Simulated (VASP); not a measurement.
# BaTiO3 (R3m) in VASP: settings compared

BaTiO3 is run at these levels: BLYP+D3(BJ), PBEsol+D3(BJ); tasks: single point, relaxation of cell and atoms.

Everything below comes from runs of VASP 6.6.1. Logs are shortened: lines on timing, memory, paths and dates and some standing lists are left out, and cuts for length are marked.

## Step 1: The cell of the first run

Symmetry: R3m, No. 160, trigonal system. Conventional cell: a = 5.686 Å, b = 5.686 Å, c = 6.998 Å, α = 90.00°, β = 90.00°, γ = 120.00°. Ba (site symmetry 3m) has 12 O at 2.78 to 2.93 Å and 8 Ti at 3.41 to 3.59 Å within 3.7 Å. Within 2.5 Å of Ti (site symmetry 3m) lie 6 O at 1.88 to 2.15 Å. O (site symmetry m) has 2 Ti at 1.88 to 2.15 Å within 2.5 Å.

## Step 2: Single point, BLYP+D3(BJ)

File INCAR:

```
SYSTEM = BaTiO3
PREC = Accurate
ENCUT = 520
EDIFF = 1E-7
ISMEAR = -1
SIGMA = 0.05
LREAL = .False.
LASPH = .True.
NELM = 80
ALGO = Normal
ISIF = 2
LWAVE = .False.
LCHARG = .False.
GGA = B5
ALDAX = 1.0
AGGAX = 1.0
AGGAC = 1.0
ALDAC = 0.0
IVDW = 12
VDW_S6 = 1.0
VDW_S8 = 2.6996
VDW_A1 = 0.4298
VDW_A2 = 4.2359
NBANDS = 28
```

File KPOINTS:

```
Automatic mesh
0
Gamma
  7 7 7
  0 0 0
```

File POSCAR:

```
BaTiO3
1.0
    2.8430112572      1.6414133146      2.3326163951
   -2.8430112572      1.6414133146      2.3326163951
    0.0000000000     -3.2828266293      2.3326163951
Ba Ti O
1 1 3
Direct
   -0.0032431908     -0.0032431908     -0.0032431908
    0.4843514305      0.4843514305      0.4843514305
    0.5101842548      0.0177232506      0.5101842548
    0.0177232506      0.5101842548      0.5101842548
    0.5101842548      0.5101842548      0.0177232506
```

Potentials or basis: VASP PAW PBE potentials, release 64 (Ba_sv, Ti_sv, O).

Run with:

```console
$ cat potpaw_PBE.64/Ba_sv/POTCAR potpaw_PBE.64/Ti_sv/POTCAR potpaw_PBE.64/O/POTCAR > POTCAR
$ mpirun -np 1 vasp_std > vasp.out
```

OUTCAR:

```text
SYSTEM = BaTiO3
   PREC = Accurate
   ENCUT = 520
   EDIFF = 1E-7
   ISMEAR = -1
   LREAL = .False.
   LASPH = .True.
   NELM = 80
   ISIF = 2
   GGA = B5
   IVDW = 12
 IVDW          = 12

 ion  position               nearest neighbor table
   1  0.997  0.997  0.997-   5 2.78   4 2.78   3 2.78   4 2.85   3 2.85   4 2.85   3 2.85   5 2.85
                             5 2.85   5 2.93   4 2.93   3 2.93   2 3.41   2 3.46   2 3.46   2 3.46
   2  0.484  0.484  0.484-   3 1.88   4 1.88   5 1.88   3 2.15   4 2.15   5 2.15   1 3.41   1 3.46
                             1 3.46   1 3.46   1 3.51   1 3.51   1 3.51   1 3.59
   3  0.510  0.018  0.510-   2 1.88   2 2.15   1 2.78   1 2.85   1 2.85   1 2.93
   4  0.018  0.510  0.510-   2 1.88   2 2.15   1 2.78   1 2.85   1 2.85   1 2.93
   5  0.510  0.510  0.018-   2 1.88   2 2.15   1 2.78   1 2.85   1 2.85   1 2.93

  LATTYP: Found a trigonal (rhomboedric) cell.
 ALAT       =     4.0271640052
 COS(alpha) =     0.0032447740

  Lattice vectors:

 A1 = (   2.8430112572,   1.6414133146,   2.3326163951)
 A2 = (  -2.8430112572,   1.6414133146,   2.3326163951)
 A3 = (   0.0000000000,  -3.2828266293,   2.3326163951)

Analysis of symmetry for initial positions (statically):
=====================================================================
 Subroutine PRICEL returns:
 Original cell was already a primitive cell.

 Routine SETGRP: Setting up the symmetry group for a
 trigonal (rhombohedral) supercell.

 Subroutine GETGRP returns: Found  6 space group operations
 (whereof  6 operations were pure point group operations)
 out of a pool of 12 trial point group operations.

The static configuration has the point symmetry C_3v.

Analysis of symmetry for dynamics (positions and initial velocities):
=====================================================================
 Subroutine PRICEL returns:
 Original cell was already a primitive cell.

 Routine SETGRP: Setting up the symmetry group for a
 trigonal (rhombohedral) supercell.

 Subroutine GETGRP returns: Found  6 space group operations
 (whereof  6 operations were pure point group operations)
 out of a pool of 12 trial point group operations.

The dynamic configuration has the point symmetry C_3v.

 Subroutine INISYM returns: Found  6 space group operations
 (whereof  6 operations are pure point group operations),
 and found     1 'primitive' translations

----------------------------------------------------------------------------------------

                                     Primitive cell

[... 99 lines left out ...]
   NSW    =      0    number of steps for IOM
   IBRION =     -1    ionic relax: 0-MD 1-quasi-New 2-CG
   NFREE  =      0    steps in history (QN), initial steepest desc. (CG)
   ISIF   =      2    stress and relaxation
   ISYM   =      2    0-nonsym 1-usesym 2-fastsym
   POTIM  = 0.5000    time-step for ionic-motion
   TEBEG  =    0.0;   TEEND  =   0.0 temperature during run
   PSTRESS=    0.0 pullay stress
   NELECT =      40.0000    total number of electrons
   NUPDOWN=      -1.0000    fix difference up-down
   EMIN   =  10.00;   EMAX   =-10.00  energy-range for DOS
   EFERMI =   0.00;   METHOD = LEGACY
   ISMEAR =    -1;   SIGMA  =   0.05  broadening in eV -4-tet -1-fermi 0-gaus
   EFERMI_NEDOS =   21; number of points for ismear=-14 and -15
   IALGO  =     38    algorithm
   IMIX   =      4    mixing-type and parameters
     AMIX     =   0.40;   BMIX     =  1.00
     AMIX_MAG =   1.60;   BMIX_MAG =  1.00
  volume/ion in A,a.u.               =      13.06        88.15
  Fermi-wavevector in a.u.,A,eV,Ry     =   1.390266  2.627221 26.297865  1.932839
  Thomas-Fermi vector in A             =   2.514217
   LORBIT       =      0    0 simple, 1 ext, 2 COOP (PROOUT), +10 PAW based schemes
   GGA     = B5    functional components
   LHFCALC =     F    Hartree Fock is set to
   AEXX    =    0.0000 exact exchange contribution
   IVDW    =    12    specifies the selected vdW correction
   LEPSILON=     F    determine dielectric tensor
   LRPA    =     F    only Hartree local field effects (RPA)
 non-spin polarized calculation
  energy-cutoff  :      520.00
  volume of cell :       65.31
 maximum number of plane-waves:      1781
 NGX is ok and might be reduce to    30
   NGX = 15   NGY = 15   NGZ = 15

 number of electron      40.0000001 magnetization

 Free energy of the ion-electron system (eV)
  ---------------------------------------------------
  ext. energy  EPLUGINS =         0.00000000
  ---------------------------------------------------
  free energy    TOTEN  =       -38.13133010 eV

  energy without entropy =      -38.13133010  energy(sigma->0) =      -38.13133010

 E-fermi :   5.1401     XC(G=0): -10.6277

 val. band max:        3.9171162978   @ k =   0.4286   0.4286   0.4286
 cond. band min:       6.3604316618   @ k =   0.0000   0.0000   0.0000
 fundamental gap:      2.4433153640
 Fermi energy:         5.1400758253

 k-point     1 :       0.0000    0.0000    0.0000
  band No.  band energies     occupation
      1     -52.2026      2.00000
      2     -28.5932      2.00000
      3     -28.5908      2.00000
      4     -28.5908      2.00000
      5     -20.8336      2.00000
      6     -12.6934      2.00000
[... 733 lines left out ...]
     27      12.3586      0.00000
     28      12.5201      0.00000

 [... further k-points ...]

------------------------ aborting loop because EDIFF is reached ----------------------------------------

 Edisp (eV)   -3.00996

 E8    (eV) :    -2.2518

  FORCE on cell =-STRESS in cart. coord.  units (eV):
  Direction    XX          YY          ZZ          XY          YZ          ZX
  --------------------------------------------------------------------------------------
  -------------------------------------------------------------------------------------
  Total       0.82199     0.82199     0.77015     0.00000    -0.00000    -0.00000
  in kB      20.16452    20.16452    18.89262     0.00000    -0.00000    -0.00000
  external pressure =       19.74 kB  Pullay stress =        0.00 kB

 VOLUME and BASIS-vectors are now :
 -----------------------------------------------------------------------------
  energy-cutoff  :      520.00
  volume of cell :       65.31
      direct lattice vectors                 reciprocal lattice vectors
     2.843011257  1.641413315  2.332616395     0.175869863  0.101538513  0.142901051
    -2.843011257  1.641413315  2.332616395    -0.175869863  0.101538513  0.142901051
     0.000000000 -3.282826629  2.332616395     0.000000000 -0.203077025  0.142901051

 POSITION                                       TOTAL-FORCE (eV/Angst)
 -----------------------------------------------------------------------------------
      0.00000     -0.00000      6.97515         0.000000     -0.000000      0.037203
      0.00000     -0.00000      3.38942         0.000000     -0.000000      0.135975
      1.40007     -0.80833      2.42147         0.052465     -0.030291     -0.057726
     -1.40007     -0.80833      2.42147        -0.052465     -0.030291     -0.057726
      0.00000      1.61666      2.42147         0.000000      0.060581     -0.057726
 -----------------------------------------------------------------------------------
    total drift:                                0.000000      0.000001      0.000582

  FREE ENERGIE OF THE ION-ELECTRON SYSTEM (eV)
  ---------------------------------------------------
  free  energy   TOTEN  =       -41.1412917289 eV

  energy  without entropy=      -41.1412917289  energy(sigma->0) =      -41.14129173
```

OSZICAR:

```text
N       E                     dE             d eps       ncg     rms          rms(c)
DAV:   1     0.441060927896E+03    0.44106E+03   -0.20999E+04  2464   0.155E+03
DAV:   2    -0.396628440725E+01   -0.44503E+03   -0.42405E+03  2868   0.430E+02
DAV:   3    -0.478052750609E+02   -0.43839E+02   -0.43493E+02  3372   0.134E+02
DAV:   4    -0.498728557197E+02   -0.20676E+01   -0.20627E+01  3760   0.250E+01
DAV:   5    -0.499379128839E+02   -0.65057E-01   -0.65048E-01  3284   0.330E+00    0.242E+01
DAV:   6    -0.384653224449E+02    0.11473E+02   -0.63259E+01  3720   0.708E+01    0.108E+01
DAV:   7    -0.383916888821E+02    0.73634E-01   -0.13703E+01  3328   0.283E+01    0.744E+00
DAV:   8    -0.381663505753E+02    0.22534E+00   -0.59601E-01  2952   0.700E+00    0.429E+00
DAV:   9    -0.381762962886E+02   -0.99457E-02   -0.59705E-01  3712   0.718E+00    0.201E+00
DAV:  10    -0.381354763109E+02    0.40820E-01   -0.20811E-01  3076   0.431E+00    0.560E-01
DAV:  11    -0.381319134869E+02    0.35628E-02   -0.21402E-02  3196   0.937E-01    0.246E-01
DAV:  12    -0.381315876713E+02    0.32582E-03   -0.51134E-03  3676   0.613E-01    0.130E-01
DAV:  13    -0.381313317335E+02    0.25594E-03   -0.73525E-04  3208   0.272E-01    0.230E-02
DAV:  14    -0.381313317659E+02   -0.32393E-07   -0.54760E-05  3740   0.485E-02    0.875E-03
DAV:  15    -0.381313311078E+02    0.65808E-06   -0.16054E-06  3140   0.945E-03    0.818E-03
DAV:  16    -0.381313300999E+02    0.10080E-05   -0.35579E-06  3400   0.183E-02    0.192E-03
DAV:  17    -0.381313301027E+02   -0.28294E-08   -0.16298E-07  2400   0.288E-03
   1 F= -.41141292E+02 E0= -.41141292E+02  d E =-.568202E-11
```

Run time: 3.3 min. Hardware: 1 thread of Intel Xeon 8259CL, shared host; peak memory 0.21 GiB.

What came out:

```yaml
Free_energy: -41.1413 eV
Pressure: 2.0 GPa
Largest_force: 0.136 eV/Å
Band_gap_on_the_k_mesh: 2.44 eV (least direct gap 2.80 eV)
Dispersion_energy_per_atom: -0.602 eV
```

Forces in eV/Å, atoms in the order of the input:
```
Ba   0.000  0.000  0.037
Ti   0.000  0.000  0.136
O    0.052 -0.030 -0.058
O   -0.052 -0.030 -0.058
O    0.000  0.061 -0.058
```

Stress tensor (GPa, compression positive):
```
2.02 0.00 0.00
0.00 2.02 0.00
0.00 0.00 1.89
```

Levels at points of the mesh, in eV from the valence-band top:
| k point | band 16 | band 17 | band 18 | band 19 | band 20 | band 21 | band 22 | band 23 | band 24 | band 25 |
| --- | --- | --- | --- | --- | --- | --- | --- | --- | --- | --- |
| (0.00, 0.00, 0.00) | -1.22 | -0.96 | -0.49 | -0.36 | -0.36 | 2.44 | 2.44 | 2.59 | 4.39 | 4.39 |

Caveat: the PAW data sets were made with another functional, which shifts forces and pressure a little; spin-orbit coupling is left out, which moves the levels of the heavy elements; an odd mesh through Γ misses points on the zone boundary, where band edges can lie. BLYP gaps usually lie below the measured ones, often by a third to a half.

## Step 3: Relaxation of cell and atoms, PBEsol+D3(BJ)

This run uses another cell than the first one, of 12.84 Å³/atom.

File INCAR:

```
PREC = Accurate
ENCUT = 600
EDIFF = 1E-6
ISMEAR = -1
SIGMA = 0.05
LREAL = False
LASPH = True
NELM = 60
ALGO = Normal
ISIF = 3
LWAVE = False
LCHARG = False
GGA = PS
IVDW = 12
IBRION = 2
NSW = 60
EDIFFG = -0.01
```

File KPOINTS:

```
regular mesh
0
Gamma
  7 7 7
```

File POSCAR:

```
BaTiO3
1.0
    2.8273666084      1.6323808724      2.3183934932
   -2.8273666084      1.6323808724      2.3183934932
    0.0000000000     -3.2647617449      2.3183934932
Ba Ti O
1 1 3
Direct
    0.0000000000      0.0000000000      0.0000000000
    0.4845000000      0.4845000000      0.4845000000
    0.5086000000      0.0175000000      0.5086000000
    0.0175000000      0.5086000000      0.5086000000
    0.5086000000      0.5086000000      0.0175000000
```

Potentials or basis: VASP PAW PBE potentials, release 64 (Ba_sv, Ti_sv, O).

Run with:

```console
$ cat potpaw_PBE.64/Ba_sv/POTCAR potpaw_PBE.64/Ti_sv/POTCAR potpaw_PBE.64/O/POTCAR > POTCAR
$ mpirun -np 1 vasp_std > vasp.out
```

Run time: 14 min. Hardware: 1 thread of Intel Xeon 8259CL, shared host; peak memory 0.24 GiB.

It converged, with:

- Free energy: -43.3532 eV
- Relaxed volume: 12.49 Å³/atom
- Relaxed cell: a = 3.968 Å, b = 3.968 Å, c = 3.968 Å, α = 89.96°, β = 89.96°, γ = 89.96°
- Space group after relaxing (to 0.1 Å): R3m (No. 160)
- Energy gained by relaxing: 4.3 meV/atom
- Ionic steps: 11
- Pressure after relaxing: 0.0 GPa
- Largest force after relaxing: 0.008 eV/Å
- Band gap on the k mesh: 2.16 eV (least direct gap 2.36 eV)
- Dispersion energy per atom: -0.271 eV

Forces on the atoms (eV/Å):
```
Ba   0.000  0.000 -0.001
Ti   0.000  0.000  0.007
O    0.006 -0.004 -0.002
O   -0.006 -0.004 -0.002
O    0.000  0.007 -0.002
```

Stress tensor (GPa, compression positive):
```
-0.05  0.00  0.00
 0.00 -0.05  0.00
 0.00  0.00  0.11
```

The path:
```tsv
step	energy change (eV)	largest force (eV/Å)	pressure (GPa)	volume (Å³)
1	0.0000	0.1371	-2.97	64.20
2	-0.0068	0.3987	2.85	62.02
3	-0.0132	0.2952	0.36	62.90
4	-0.0196	0.1409	0.19	62.65
5	-0.0204	0.0752	0.18	62.52
6	-0.0210	0.0355	-0.23	62.64
7	-0.0211	0.0334	-0.34	62.68
8	-0.0214	0.0223	-0.01	62.54
9	-0.0215	0.0256	0.03	62.52
10	-0.0216	0.0177	0.01	62.50
11	-0.0216	0.0077	0.01	62.47
```

Final structure:
```
CELL_PARAMETERS angstrom
2.80471 1.61930 2.29248
-2.80471 1.61930 2.29248
0.00000 -3.23860 2.29248
ATOMIC_POSITIONS crystal
Ba 0.99974 0.99974 0.99974
Ti 0.49016 0.49016 0.49016
O 0.50821 0.01288 0.50821
O 0.01288 0.50821 0.50821
O 0.50821 0.50821 0.01288
```

Levels at points of the mesh, in eV from the valence-band top:
```
           k point  band 16  band 17  band 18  band 19  band 20  band 21  band 22  band 23  band 24
(0.00, 0.00, 0.00)    -1.21    -1.08    -0.29    -0.20    -0.20     2.16     2.16     2.26     4.48
```

Caveat: the PAW data sets were made with another functional, which shifts forces and pressure a little; spin-orbit coupling is left out, which moves the levels of the heavy elements; an odd mesh through Γ misses points on the zone boundary, where band edges can lie.

(Continued in part 2 of 2.)
